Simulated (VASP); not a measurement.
# HfN in VASP: single point with PBEsol

Aim: the single point of HfN with PBEsol.

Everything below comes from runs of VASP 6.6.1. Logs are shortened: lines on timing, memory, paths and dates and some standing lists are left out, and cuts for length are marked.

## 1. The cell of the first run

The cell holds a wire or tube with vacuum around it, 2 atoms: a = 10.800 Å, b = 9.300 Å, c = 3.305 Å, α = 90.00°, β = 90.00°, γ = 90.00°.

## 2. Single point, PBEsol, collinear spin, ferromagnetic start

INCAR

```
  PREC = Accurate
  ENCUT = 520
  EDIFF = 1E-7
  ISMEAR = 0
  SIGMA = 0.05
  LREAL = False
  LASPH = True
  NELM = 150
  ALGO = Normal
  ISIF = 2
  LWAVE = False
  LCHARG = False
  ISPIN = 2
  MAGMOM = 1.5 0.5
  LORBIT = 11
  LMAXMIX = 4
  GGA = PS
  NBANDS = 18
```

KPOINTS

```
regular mesh
0
Gamma
  1 1 30
```

POSCAR

```
HfN
1.0
   10.8000000000      0.0000000000      0.0000000000
    0.0000000000      9.3000000000      0.0000000000
    0.0000000000      0.0000000000      3.3054737176
Hf N
1 1
Direct
    0.4554071184      0.5000000000      0.0000000000
    0.5445928816      0.5000000000      0.5000000000
```

Potentials or basis: VASP PAW PBE potentials, release 64 (Hf_pv, N).

Started as:

```bash
cat potpaw_PBE.64/Hf_pv/POTCAR potpaw_PBE.64/N/POTCAR > POTCAR
mpirun -np 1 vasp_std > vasp.out
```

OUTCAR:

```text
PREC = Accurate
   ENCUT = 520
   EDIFF = 1E-7
   ISMEAR = 0
   LREAL = False
   LASPH = True
   NELM = 150
   ISIF = 2
   ISPIN = 2
   LORBIT = 11
   GGA = PS

 ion  position               nearest neighbor table
   1  0.455  0.500  0.000-   2 1.91   2 1.91
   2  0.545  0.500  0.500-   1 1.91   1 1.91

  LATTYP: Found a simple orthorhombic cell.
 ALAT       =     3.3054737176
 B/A-ratio  =     2.8135150343
 C/A-ratio  =     3.2673077818

  Lattice vectors:

 A1 = (   0.0000000000,   0.0000000000,  -3.3054737176)
 A2 = (   0.0000000000,   9.3000000000,   0.0000000000)
 A3 = (  10.8000000000,   0.0000000000,   0.0000000000)

Analysis of symmetry for initial positions (statically):
=====================================================================
 Subroutine PRICEL returns:
 Original cell was already a primitive cell.

 Routine SETGRP: Setting up the symmetry group for a
 simple orthorhombic supercell.

 Subroutine GETGRP returns: Found  4 space group operations
 (whereof  4 operations were pure point group operations)
 out of a pool of  8 trial point group operations.

The static configuration has the point symmetry C_2v.

Analysis of symmetry for dynamics (positions and initial velocities):
=====================================================================
 Subroutine PRICEL returns:
 Original cell was already a primitive cell.

 Routine SETGRP: Setting up the symmetry group for a
 simple orthorhombic supercell.

 Subroutine GETGRP returns: Found  4 space group operations
 (whereof  4 operations were pure point group operations)
 out of a pool of  8 trial point group operations.

The dynamic configuration has the point symmetry C_2v.

Analysis of structural, dynamic, and magnetic symmetry:
=====================================================================
 Subroutine PRICEL returns:
 Original cell was already a primitive cell.

 Routine SETGRP: Setting up the symmetry group for a
 simple orthorhombic supercell.

 Subroutine GETGRP returns: Found  4 space group operations
 (whereof  4 operations were pure point group operations)
 out of a pool of  8 trial point group operations.

The overall configuration has the point symmetry C_2v.

 Subroutine INISYM returns: Found  4 space group operations
 (whereof  4 operations are pure point group operations),
 and found     1 'primitive' translations

----------------------------------------------------------------------------------------

                                     Primitive cell

  volume of cell :     332.0018

  direct lattice vectors                    reciprocal lattice vectors
    10.800000000  0.000000000  0.000000000     0.092592593  0.000000000  0.000000000
     0.000000000  9.300000000  0.000000000     0.000000000  0.107526882  0.000000000
     0.000000000  0.000000000  3.305473718     0.000000000  0.000000000  0.302528498

  length of vectors
    10.800000000  9.300000000  3.305473718     0.092592593  0.107526882  0.302528498

  position of ions in fractional coordinates (direct lattice)
     0.455407118  0.500000000  0.000000000
     0.544592882  0.500000000  0.500000000

  ion indices of the primitive-cell ions
   primitive index   ion index
                 1           1
                 2           2

----------------------------------------------------------------------------------------

 KPOINTS: regular mesh

Automatic generation of k-mesh.
 Grid dimensions read from file:
 generate k-points for:    1    1   30

 Generating k-lattice:

  Cartesian coordinates                     Fractional coordinates (reciprocal lattice)
     0.092592593  0.000000000  0.000000000     1.000000000  0.000000000  0.000000000
     0.000000000  0.107526882  0.000000000     0.000000000  1.000000000  0.000000000
     0.000000000  0.000000000  0.010084283     0.000000000  0.000000000  0.033333333

  Length of vectors
     0.092592593  0.107526882  0.010084283

  Shift w.r.t. Gamma in fractional coordinates (k-lattice)
     0.000000000  0.000000000  0.000000000

 Subroutine IBZKPT returns following result:
 ===========================================

 Found     16 irreducible k-points:

 Following reciprocal coordinates:
            Coordinates               Weight
  0.000000  0.000000  0.000000      1.000000
  0.000000  0.000000  0.033333      2.000000
  0.000000  0.000000  0.066667      2.000000
  0.000000  0.000000  0.100000      2.000000
  0.000000  0.000000  0.133333      2.000000
  0.000000  0.000000  0.166667      2.000000
[... 8 lines left out ...]
  0.000000  0.000000  0.466667      2.000000
  0.000000  0.000000  0.500000      1.000000
   k-points           NKPTS =     16   k-points in BZ     NKDIM =     16   number of bands    NBANDS=     18
   number of dos      NEDOS =    301   number of ions     NIONS =      2
   total plane-waves  NPLWV = 156800
   dimension x,y,z NGX =    80 NGY =   70 NGZ =   28
   dimension x,y,z NGXF=   160 NGYF=  140 NGZF=   56
   ions per type =               1   1
   NGX,Y,Z   is equivalent  to a cutoff of  12.31, 12.51, 14.08 a.u.
   NGXF,Y,Z  is equivalent  to a cutoff of  24.63, 25.03, 28.16 a.u.
 SYSTEM =  unknown system
   PREC   = accura    normal or accurate (medium, high low for compatibility)
   ISTART =      0    job   : 0-new  1-cont  2-samecut
   ICHARG =      2    charge: 1-file 2-atom 10-const
   ISPIN  =      2    spin polarized calculation?
   LNONCOLLINEAR =      F non collinear calculations
   LSORBIT =      F    spin-orbit coupling
   LASPH  =      T    aspherical Exc in radial PAW
   ENCUT  =  520.0 eV  38.22 Ry    6.18 a.u.  20.08 17.29  6.15*2*pi/ulx,y,z
   NELM   =    150;   NELMIN=  2; NELMDL= -5     # of ELM steps
   EDIFF  = 0.1E-06   stopping-criterion for ELM
   LREAL  =      F    real-space projection
   EDIFFG = 0.1E-05   stopping-criterion for IOM
   NSW    =      0    number of steps for IOM
   IBRION =     -1    ionic relax: 0-MD 1-quasi-New 2-CG
   NFREE  =      0    steps in history (QN), initial steepest desc. (CG)
   ISIF   =      2    stress and relaxation
   ISYM   =      2    0-nonsym 1-usesym 2-fastsym
   POTIM  = 0.5000    time-step for ionic-motion
   TEBEG  =    0.0;   TEEND  =   0.0 temperature during run
   PSTRESS=    0.0 pullay stress
   NELECT =      15.0000    total number of electrons
   NUPDOWN=      -1.0000    fix difference up-down
   EMIN   =  10.00;   EMAX   =-10.00  energy-range for DOS
   EFERMI =   0.00;   METHOD = LEGACY
   ISMEAR =     0;   SIGMA  =   0.05  broadening in eV -4-tet -1-fermi 0-gaus
   EFERMI_NEDOS =   21; number of points for ismear=-14 and -15
   IALGO  =     38    algorithm
   IMIX   =      4    mixing-type and parameters
     AMIX     =   0.40;   BMIX     =  1.00
     AMIX_MAG =   1.60;   BMIX_MAG =  1.00
  volume/ion in A,a.u.               =     166.00      1120.23
  Fermi-wavevector in a.u.,A,eV,Ry     =   0.583076  1.101854  4.625675  0.339978
  Thomas-Fermi vector in A             =   1.628233
   LORBIT       =     11    0 simple, 1 ext, 2 COOP (PROOUT), +10 PAW based schemes
   GGA     = PS    functional components
   LHFCALC =     F    Hartree Fock is set to
   AEXX    =    0.0000 exact exchange contribution
   IVDW    =     0    specifies the selected vdW correction
   LEPSILON=     F    determine dielectric tensor
   LRPA    =     F    only Hartree local field effects (RPA)
 spin polarized calculation
 Gauss-broadening in eV      SIGMA  =   0.05
  energy-cutoff  :      520.00
  volume of cell :      332.00
 maximum number of plane-waves:      8974
   NGX = 41   NGY = 35   NGZ = 13

 number of electron      14.9999999 magnetization       0.0004177

 number of electron      14.9999999 magnetization      -0.0000167

 Free energy of the ion-electron system (eV)
  ---------------------------------------------------
  ext. energy  EPLUGINS =         0.00000000
  ---------------------------------------------------
  free energy    TOTEN  =       -17.37919836 eV

  energy without entropy =      -17.37887241  energy(sigma->0) =      -17.37903539

 E-fermi :  -3.4865     XC(G=0):  -2.3526

 val. band max:       -3.5647095456   @ k =   0.0000   0.0000   0.2333
 cond. band min:      -3.4083474652   @ k =   0.0000   0.0000   0.2667
 fundamental gap:      0.1563620804
 Fermi energy:        -3.4865278595

 spin component 1

 k-point     1 :       0.0000    0.0000    0.0000
  band No.  band energies     occupation
      1     -34.9739      1.00000
      2     -34.8750      1.00000
      3     -34.3901      1.00000
      4     -16.7383      1.00000
      5      -6.9750      1.00000
      6      -6.6255      1.00000
[... 10 lines left out ...]
     17       2.5482      0.00000
     18       2.8069      0.00000

 k-point     2 :       0.0000    0.0000    0.0333
  band No.  band energies     occupation
      1     -34.9736      1.00000
      2     -34.8745      1.00000
      3     -34.3954      1.00000
      4     -16.7238      1.00000
      5      -7.0047      1.00000
      6      -6.5902      1.00000
[... 10 lines left out ...]
     17       2.5436      0.00000
     18       2.9476      0.00000

 k-point     3 :       0.0000    0.0000    0.0667
  band No.  band energies     occupation
      1     -34.9725      1.00000
      2     -34.8732      1.00000
      3     -34.4111      1.00000
      4     -16.6810      1.00000
      5      -7.0709      1.00000
      6      -6.5048      1.00000
[... 244 lines left out ...]
 k-point    15 :       0.0000    0.0000    0.4667
  band No.  band energies     occupation
      1     -34.9414      1.00000
      2     -34.8619      1.00000
      3     -34.8207      1.00000
      4     -15.5879      1.00000
      5      -6.6471      1.00000
      6      -6.5374      1.00000
[... 10 lines left out ...]
     17       3.7940      0.00000
     18       4.2205      0.00000

 k-point    16 :       0.0000    0.0000    0.5000
  band No.  band energies     occupation
      1     -34.9410      1.00000
      2     -34.8652      1.00000
      3     -34.8217      1.00000
      4     -15.5776      1.00000
      5      -6.6578      1.00000
      6      -6.5064      1.00000
[... 10 lines left out ...]
     17       3.7402      0.00000
     18       4.1747      0.00000
 Fermi energy:        -3.4865278595

 spin component 2

 k-point     1 :       0.0000    0.0000    0.0000
  band No.  band energies     occupation
      1     -34.9739      1.00000
      2     -34.8750      1.00000
      3     -34.3901      1.00000
      4     -16.7383      1.00000
      5      -6.9750      1.00000
      6      -6.6255      1.00000
[... 10 lines left out ...]
     17       2.5500      0.00000
     18       2.9220      0.00000

 k-point     2 :       0.0000    0.0000    0.0333
  band No.  band energies     occupation
      1     -34.9736      1.00000
      2     -34.8745      1.00000
      3     -34.3954      1.00000
      4     -16.7238      1.00000
      5      -7.0047      1.00000
      6      -6.5902      1.00000
[... 10 lines left out ...]
     17       2.5453      0.00000
     18       2.9647      0.00000

 k-point     3 :       0.0000    0.0000    0.0667
  band No.  band energies     occupation
      1     -34.9725      1.00000
      2     -34.8732      1.00000
      3     -34.4111      1.00000
      4     -16.6811      1.00000
      5      -7.0709      1.00000
      6      -6.5048      1.00000
[... 244 lines left out ...]
 k-point    15 :       0.0000    0.0000    0.4667
  band No.  band energies     occupation
      1     -34.9414      1.00000
      2     -34.8619      1.00000
      3     -34.8207      1.00000
      4     -15.5880      1.00000
      5      -6.6471      1.00000
      6      -6.5374      1.00000
[... 10 lines left out ...]
     17       3.7949      0.00000
     18       4.2206      0.00000

 k-point    16 :       0.0000    0.0000    0.5000
  band No.  band energies     occupation
      1     -34.9410      1.00000
      2     -34.8652      1.00000
      3     -34.8217      1.00000
      4     -15.5776      1.00000
      5      -6.6579      1.00000
      6      -6.5064      1.00000
[... 10 lines left out ...]
     17       3.7410      0.00000
     18       4.1748      0.00000

------------------------ aborting loop because EDIFF is reached ----------------------------------------

  FORCE on cell =-STRESS in cart. coord.  units (eV):
  Direction    XX          YY          ZZ          XY          YZ          ZX
  --------------------------------------------------------------------------------------
  -------------------------------------------------------------------------------------
  Total       -0.0918596     -0.0709180     -0.0473618      0.0000000      0.0000000      0.0000000
  in kB       -0.4432971     -0.3422367     -0.2285590      0.0000000      0.0000000      0.0000000
  external PRESSURE =      -0.3380309 kB  Pullay stress =       0.0000000 kB

 VOLUME and BASIS-vectors are now :
 -----------------------------------------------------------------------------
  energy-cutoff  :      520.00
  volume of cell :      332.00
      direct lattice vectors                 reciprocal lattice vectors
    10.800000000  0.000000000  0.000000000     0.092592593  0.000000000  0.000000000
     0.000000000  9.300000000  0.000000000     0.000000000  0.107526882  0.000000000
     0.000000000  0.000000000  3.305473718     0.000000000  0.000000000  0.302528498

 POSITION                                       TOTAL-FORCE (eV/Angst)
 -----------------------------------------------------------------------------------
      4.91840      4.65000      0.00000         0.034497      0.000000      0.000000
      5.88160      4.65000      1.65274        -0.034497      0.000000      0.000000
 -----------------------------------------------------------------------------------
    total drift:                                0.000067     -0.000000     -0.000000

  FREE ENERGIE OF THE ION-ELECTRON SYSTEM (eV)
  ---------------------------------------------------
  free  energy   TOTEN  =       -17.3791983609 eV

  energy  without entropy=      -17.3788724125  energy(sigma->0) =      -17.37903539

 total charge

# of ion       s       p       d       tot
------------------------------------------
    1        0.421   6.454   1.687   8.562
    2        1.292   2.421   0.000   3.713
--------------------------------------------------
tot          1.713   8.875   1.687  12.274

 magnetization (x)

# of ion       s       p       d       tot
------------------------------------------
    1       -0.000   0.000  -0.000  -0.000
    2        0.000   0.000   0.000   0.000
--------------------------------------------------
tot         -0.000   0.000  -0.000  -0.000
```

Run time: 2.9 min. Hardware: 1 thread of Intel Xeon 6975P-C (Granite Rapids), shared host; peak memory 0.58 GiB.

Results:

| Item | Value |
| --- | --- |
| Free energy | -17.3792 eV |
| Largest force | 0.034 eV/Å |
| Net moment | 0.00 μB per cell |
| Valence electrons inside the program's atomic spheres | Hf 8.56; N 3.71 |

Forces on the atoms (eV/Å):
```
Hf   0.034  0.000  0.000
N   -0.034  0.000  0.000
```

Caveat: the PAW data sets were made with another functional, which shifts forces and pressure a little; spin-orbit coupling is left out, which moves the levels of the heavy elements.
